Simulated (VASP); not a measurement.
# Si in VASP: notebook

Si is run at these levels: PBE, r2SCAN, HSE06; tasks: single point.

All numbers are computed with VASP 6.6.1; they aren't measurements. Logs are shortened: lines on timing, memory, paths and dates and some standing lists are left out, and cuts for length are marked.

## 1. The cell of the first run

It takes space group Imma (No. 74, orthorhombic). The conventional cell has a = 3.795 Å, b = 3.905 Å, c = 5.444 Å, α = 90.00°, β = 90.00°, γ = 90.00°. Si (site symmetry mm2) has 4 Si at 2.35 to 2.37 Å within 3.1 Å.

## 2. Single point, PBE (shear xy strain -2.9%)

File INCAR:

```
SYSTEM = Si
PREC     = Accurate       ! precision mode
ENCUT    = 520            ! plane-wave cutoff, eV
EDIFF    = 1E-6           ! SCF threshold, eV
ISMEAR   = -1             ! smearing method
SIGMA    = 0.02           ! smearing width, eV
LREAL    = .False.        ! projectors in reciprocal space
LASPH    = .True.         ! aspherical terms in the spheres
NELM     = 60             ! most SCF steps
ALGO     = Normal         ! electronic algorithm
ISIF     = 2              ! what is computed and relaxed
LWAVE    = .False.        ! write WAVECAR
LCHARG   = .True.         ! write CHGCAR
GGA      = PE             ! functional
LELF     = .True.         ! ELF
LVHAR    = .True.       
NBANDS   = 11             ! bands
```

File KPOINTS:

```
regular mesh
0
Gamma
  8 8 8
  0 0 0
```

File POSCAR:

```
Si
1.0
   -0.0387902063      2.7221197381      2.7221197381
    2.7221197381     -0.0387902063      2.7221197381
    2.6833295318      2.6833295318      0.0000000000
Si
2
Direct
    0.2517876212      0.2517876212      0.2482123788
   -0.0017876212     -0.0017876212      0.0017876212
```

Potentials or basis: VASP PAW PBE potentials, release 64 (Si).

Command:

```sh
$ cat potpaw_PBE.64/Si/POTCAR > POTCAR
$ mpirun -np 1 vasp_std > vasp.out
```

OUTCAR:

```text
SYSTEM = Si
   PREC = Accurate
   ENCUT = 520
   EDIFF = 1E-6
   ISMEAR = -1
   LREAL = .False.
   LASPH = .True.
   NELM = 60
   ISIF = 2
   GGA = PE

 ion  position               nearest neighbor table
   1  0.252  0.252  0.248-   2 2.35   2 2.35   2 2.37   2 2.37
   2  0.998  0.998  0.002-   1 2.35   1 2.35   1 2.37   1 2.37

  LATTYP: Found a body centered orthorhombic cell.
 ALAT       =     3.7948010162
 B/A-ratio  =     1.0289119960
 C/A-ratio  =     1.4346574308

  Lattice vectors:

 A1 = (   0.0387902063,  -2.7221197381,  -2.7221197381)
 A2 = (  -0.0387902063,   2.7221197381,  -2.7221197381)
 A3 = (   2.7221197381,  -0.0387902063,   2.7221197381)

Analysis of symmetry for initial positions (statically):
=====================================================================
 Subroutine PRICEL returns:
 Original cell was already a primitive cell.

 Routine SETGRP: Setting up the symmetry group for a
 body centered orthorhombic supercell.

 Subroutine GETGRP returns: Found  8 space group operations
 (whereof  4 operations were pure point group operations)
 out of a pool of  8 trial point group operations.

The static configuration has the point symmetry C_2v.
 The point group associated with its full space group is D_2h.

Analysis of symmetry for dynamics (positions and initial velocities):
=====================================================================
 Subroutine PRICEL returns:
 Original cell was already a primitive cell.

 Routine SETGRP: Setting up the symmetry group for a
 body centered orthorhombic supercell.

 Subroutine GETGRP returns: Found  8 space group operations
 (whereof  4 operations were pure point group operations)
 out of a pool of  8 trial point group operations.

The dynamic configuration has the point symmetry C_2v.
 The point group associated with its full space group is D_2h.

 Subroutine INISYM returns: Found  8 space group operations
 (whereof  4 operations are pure point group operations),
 and found     1 'primitive' translations

----------------------------------------------------------------------------------------

                                     Primitive cell

  volume of cell :      40.3333

  direct lattice vectors                    reciprocal lattice vectors
    -0.038790206  2.722119738  2.722119738    -0.181099714  0.181099714  0.183680384
     2.722119738 -0.038790206  2.722119738     0.181099714 -0.181099714  0.183680384
     2.683329532  2.683329532  0.000000000     0.186335668  0.186335668 -0.183680384

  length of vectors
     3.849854077  3.849854077  3.794801016     0.315170900  0.315170900  0.321217132

  position of ions in fractional coordinates (direct lattice)
     0.251787621  0.251787621  0.248212379
     0.998212379  0.998212379  0.001787621

  ion indices of the primitive-cell ions
   primitive index   ion index
                 1           1
                 2           2

----------------------------------------------------------------------------------------

 KPOINTS: regular mesh

Automatic generation of k-mesh.
 Grid dimensions read from file:
 generate k-points for:    8    8    8

 Generating k-lattice:

  Cartesian coordinates                     Fractional coordinates (reciprocal lattice)
    -0.022637464  0.022637464  0.022960048     0.125000000  0.000000000  0.000000000
     0.022637464 -0.022637464  0.022960048     0.000000000  0.125000000  0.000000000
     0.023291958  0.023291958 -0.022960048    -0.000000000 -0.000000000  0.125000000

  Length of vectors
     0.039396362  0.039396362  0.040152141

  Shift w.r.t. Gamma in fractional coordinates (k-lattice)
     0.000000000  0.000000000  0.000000000

 Subroutine IBZKPT returns following result:
 ===========================================

 Found     95 irreducible k-points:

 Following reciprocal coordinates:
            Coordinates               Weight
  0.000000  0.000000  0.000000      1.000000
  0.125000 -0.000000  0.000000      4.000000
  0.250000 -0.000000  0.000000      4.000000
  0.375000 -0.000000  0.000000      4.000000
  0.500000 -0.000000  0.000000      2.000000
  0.125000  0.125000  0.000000      2.000000
[... 16 lines left out ...]
  0.125000  0.000000  0.125000      4.000000
  0.250000  0.000000  0.125000      8.000000
 [... further k-points ...]
   k-points           NKPTS =     95   k-points in BZ     NKDIM =     95   number of bands    NBANDS=     11
   number of dos      NEDOS =    301   number of ions     NIONS =      2
   total plane-waves  NPLWV =  25200
   dimension x,y,z NGX =    30 NGY =   30 NGZ =   28
   dimension x,y,z NGXF=    60 NGYF=   60 NGZF=   56
   ions per type =               2
   NGX,Y,Z   is equivalent  to a cutoff of  12.95, 12.95, 12.27 a.u.
   NGXF,Y,Z  is equivalent  to a cutoff of  25.91, 25.91, 24.53 a.u.
 SYSTEM =  Si
   PREC   = accura    normal or accurate (medium, high low for compatibility)
   ISTART =      0    job   : 0-new  1-cont  2-samecut
   ICHARG =      2    charge: 1-file 2-atom 10-const
   ISPIN  =      1    spin polarized calculation?
   LNONCOLLINEAR =      F non collinear calculations
   LSORBIT =      F    spin-orbit coupling
   LASPH  =      T    aspherical Exc in radial PAW
   ENCUT  =  520.0 eV  38.22 Ry    6.18 a.u.   7.16  7.16  7.06*2*pi/ulx,y,z
   NELM   =     60;   NELMIN=  2; NELMDL= -5     # of ELM steps
   EDIFF  = 0.1E-05   stopping-criterion for ELM
   LREAL  =      F    real-space projection
   EDIFFG = 0.1E-04   stopping-criterion for IOM
   NSW    =      0    number of steps for IOM
   IBRION =     -1    ionic relax: 0-MD 1-quasi-New 2-CG
   NFREE  =      0    steps in history (QN), initial steepest desc. (CG)
   ISIF   =      2    stress and relaxation
   ISYM   =      2    0-nonsym 1-usesym 2-fastsym
   POTIM  = 0.5000    time-step for ionic-motion
   TEBEG  =    0.0;   TEEND  =   0.0 temperature during run
   PSTRESS=    0.0 pullay stress
   NELECT =       8.0000    total number of electrons
   NUPDOWN=      -1.0000    fix difference up-down
   EMIN   =  10.00;   EMAX   =-10.00  energy-range for DOS
   EFERMI =   0.00;   METHOD = LEGACY
   ISMEAR =    -1;   SIGMA  =   0.02  broadening in eV -4-tet -1-fermi 0-gaus
   EFERMI_NEDOS =   21; number of points for ismear=-14 and -15
   IALGO  =     38    algorithm
   IMIX   =      4    mixing-type and parameters
     AMIX     =   0.40;   BMIX     =  1.00
     AMIX_MAG =   1.60;   BMIX_MAG =  1.00
  volume/ion in A,a.u.               =      20.17       136.09
  Fermi-wavevector in a.u.,A,eV,Ry     =   0.954737  1.804191 12.402015  0.911522
  Thomas-Fermi vector in A             =   2.083511
   LORBIT       =      0    0 simple, 1 ext, 2 COOP (PROOUT), +10 PAW based schemes
   GGA     = PE    functional components
   LHFCALC =     F    Hartree Fock is set to
   AEXX    =    0.0000 exact exchange contribution
   IVDW    =     0    specifies the selected vdW correction
   LEPSILON=     F    determine dielectric tensor
   LRPA    =     F    only Hartree local field effects (RPA)
 non-spin polarized calculation
  energy-cutoff  :      520.00
  volume of cell :       40.33
 maximum number of plane-waves:      1103
 NGX is ok and might be reduce to    30
   NGX = 15   NGY = 15   NGZ = 15

 number of electron       8.0000000 magnetization

 Free energy of the ion-electron system (eV)
  ---------------------------------------------------
  ext. energy  EPLUGINS =         0.00000000
  ---------------------------------------------------
  free energy    TOTEN  =       -10.83615031 eV

  energy without entropy =      -10.83615020  energy(sigma->0) =      -10.83615025

 E-fermi :   6.0795     XC(G=0):  -9.3804

 val. band max:        5.8858301000   @ k =   0.0000   0.0000   0.0000
 cond. band min:       6.2744967571   @ k =   0.5000   0.5000   0.0000
 fundamental gap:      0.3886666571
 Fermi energy:         6.0794804716

 k-point     1 :       0.0000    0.0000    0.0000
  band No.  band energies     occupation
      1      -6.1534      2.00000
      2       5.6324      2.00000
      3       5.7485      2.00000
      4       5.8858      1.99988
      5       8.1598      0.00000
      6       8.2166      0.00000
      7       8.4811      0.00000
      8       9.1469      0.00000
      9      13.4692      0.00000
     10      13.4803      0.00000
     11      13.6934      0.00000

 k-point     2 :       0.1250   -0.0000    0.0000
  band No.  band energies     occupation
      1      -5.9551      2.00000
      2       4.0507      2.00000
      3       5.4436      2.00000
      4       5.6033      2.00000
      5       8.2792      0.00000
      6       8.6917      0.00000
      7       8.8841      0.00000
      8      10.3247      0.00000
      9      12.9850      0.00000
     10      13.0582      0.00000
     11      14.4328      0.00000

 k-point     3 :       0.2500   -0.0000    0.0000
  band No.  band energies     occupation
      1      -5.3775      2.00000
      2       1.7538      2.00000
      3       5.0055      2.00000
      4       5.1356      2.00000
      5       7.8820      0.00000
      6       9.2037      0.00000
      7       9.3738      0.00000
      8      12.5043      0.00000
      9      12.9459      0.00000
     10      13.0804      0.00000
     11      14.7747      0.00000
[... 267 lines left out ...]
 k-point    23 :       0.1250    0.0000    0.1250
  band No.  band energies     occupation
      1      -5.8820      2.00000
      2       4.3989      2.00000
      3       4.9513      2.00000
      4       4.9784      2.00000
      5       7.7705      0.00000
      6       9.3544      0.00000
      7       9.4466      0.00000
      8      10.1885      0.00000
      9      12.2626      0.00000
     10      13.7719      0.00000
     11      14.7778      0.00000

 k-point    24 :       0.2500    0.0000    0.1250
  band No.  band energies     occupation
      1      -5.4298      2.00000
      2       2.4739      2.00000
      3       4.4411      2.00000
      4       4.5822      2.00000
      5       7.9493      0.00000
      6       9.6407      0.00000
      7      10.1951      0.00000
      8      10.5445      0.00000
      9      13.0896      0.00000
     10      13.9602      0.00000
     11      15.7643      0.00000

 [... further k-points ...]

------------------------ aborting loop because EDIFF is reached ----------------------------------------

  FORCE on cell =-STRESS in cart. coord.  units (eV):
  Direction    XX          YY          ZZ          XY          YZ          ZX
  --------------------------------------------------------------------------------------
  -------------------------------------------------------------------------------------
  Total        0.3198127      0.3198127      0.3062265      0.5528452      0.0000000      0.0000000
  in kB       12.7040698     12.7040698     12.1643767     21.9609258      0.0000000      0.0000000
  external PRESSURE =      12.5241721 kB  Pullay stress =       0.0000000 kB

 VOLUME and BASIS-vectors are now :
 -----------------------------------------------------------------------------
  energy-cutoff  :      520.00
  volume of cell :       40.33
      direct lattice vectors                 reciprocal lattice vectors
    -0.038790206  2.722119738  2.722119738    -0.181099714  0.181099714  0.183680384
     2.722119738 -0.038790206  2.722119738     0.181099714 -0.181099714  0.183680384
     2.683329532  2.683329532  0.000000000     0.186335668  0.186335668 -0.183680384

 POSITION                                       TOTAL-FORCE (eV/Angst)
 -----------------------------------------------------------------------------------
      1.34166      1.34166      1.37079        -0.000000     -0.000000      0.012028
      2.68333      2.68333      5.43451         0.000000      0.000000     -0.012028
 -----------------------------------------------------------------------------------
    total drift:                               -0.000000     -0.000000      0.000000

  FREE ENERGIE OF THE ION-ELECTRON SYSTEM (eV)
  ---------------------------------------------------
  free  energy   TOTEN  =       -10.8361503067 eV

  energy  without entropy=      -10.8361502008  energy(sigma->0) =      -10.83615025
```

Run time: 29 s. Hardware: 1 thread of Intel Xeon Platinum 8488C (Sapphire Rapids), shared host; peak memory 0.17 GiB.

Results:

```
Free energy            : -10.8362 eV
Pressure               : 1.3 GPa
Largest force          : 0.012 eV/Å
Band gap on the k mesh : 0.39 eV (least direct gap 2.27 eV)
```

Forces on the atoms (eV/Å):
```
Si   0.000  0.000  0.012
Si   0.000  0.000 -0.012
```

Levels at points of the mesh, in eV from the valence-band top:
```
           k point  band 1  band 2  band 3  band 4  band 5  band 6  band 7  band 8
(0.00, 0.00, 0.00)  -12.04   -0.25   -0.14    0.00    2.27    2.33    2.60    3.26
(0.50, 0.00, 0.00)   -9.80   -7.09   -1.29   -1.19    1.53    3.22    3.35    7.69
(0.50, 0.50, 0.00)   -7.98   -7.87   -3.14   -2.77    0.39    0.80    9.83   10.02
(0.00, 0.00, 0.50)   -9.65   -7.04   -1.44   -1.36    1.23    3.09    3.22    7.48
(0.50, 0.00, 0.50)   -7.92   -7.92   -2.96   -2.96    0.59    0.59    9.87    9.87
```

Caveat: the cell differs from its parent crystal (shear xy strain -2.9%). A k mesh can miss the band edges.

## 3. Single point, r2SCAN (shear xy strain -2.9%)

POSCAR is that of step 2.

File INCAR.step1:

```
SYSTEM = Si
PREC = Accurate
ENCUT = 520
ISMEAR = 0
SIGMA = 0.01
LREAL = .False.
LASPH = .True.
NELM = 60
NBANDS = 11
GGA = PE
ALGO = Normal
EDIFF = 1E-4
LWAVE = .True.
LCHARG = .False.
```

File INCAR.step2:

```
SYSTEM = Si
PREC = Accurate
ENCUT = 520
EDIFF = 1E-6
ISMEAR = 0
SIGMA = 0.01
LREAL = .False.
LASPH = .True.
NELM = 60
ALGO = Normal
ISIF = 2
LWAVE = .False.
LCHARG = .True.
METAGGA = R2SCAN
LMIXTAU = .True.
LELF = .True.
LVHAR = .True.
NBANDS = 11
ISTART = 1
```

File KPOINTS:

```
Automatic mesh
0
Gamma
  8 8 8
  0 0 0
```

Potentials or basis: VASP PAW PBE potentials, release 64 (Si).

Command:

```sh
$ cat potpaw_PBE.64/Si/POTCAR > POTCAR
$ cp INCAR.step1 INCAR
$ mpirun -np 1 vasp_std > vasp.out
$ cp INCAR.step2 INCAR
$ mpirun -np 1 vasp_std > vasp.out
```

It took 93 s on 1 thread of Intel Xeon Platinum 8488C (Sapphire Rapids), shared host; peak memory 0.18 GiB.

It converged, with:

```yaml
Free_energy: -17.5387 eV
Pressure: -0.2 GPa
Band_gap_on_the_k_mesh: 0.58 eV (least direct gap 2.46 eV)
```

Forces in eV/Å, atoms in the order of the input:
```
Si   0.000  0.000 -0.002
Si   0.000  0.000  0.002
```

Stress tensor (GPa, compression positive):
```
-0.19  2.34  0.00
 2.34 -0.19  0.00
 0.00  0.00 -0.25
```

Levels at points of the mesh, in eV from the valence-band top:
| k point | band 2 | band 3 | band 4 | band 5 | band 6 | band 7 |
| --- | --- | --- | --- | --- | --- | --- |
| (0.00, 0.00, 0.00) | -0.27 | -0.14 | 0.00 | 2.46 | 2.54 | 2.79 |
| (0.50, 0.00, 0.00) | -7.39 | -1.37 | -1.27 | 1.87 | 3.46 | 3.59 |
| (0.50, 0.50, 0.00) | -8.21 | -3.31 | -2.93 | 0.58 | 1.02 | 10.58 |
| (0.00, 0.00, 0.50) | -7.35 | -1.53 | -1.44 | 1.56 | 3.33 | 3.46 |
| (0.50, 0.00, 0.50) | -8.27 | -3.13 | -3.13 | 0.80 | 0.80 | 10.62 |

Caveat: the cell differs from its parent crystal (shear xy strain -2.9%); the PAW data sets were made with another functional, which shifts forces and pressure a little. A k mesh can miss the band edges.

(Part 1 of 2 ends here.)
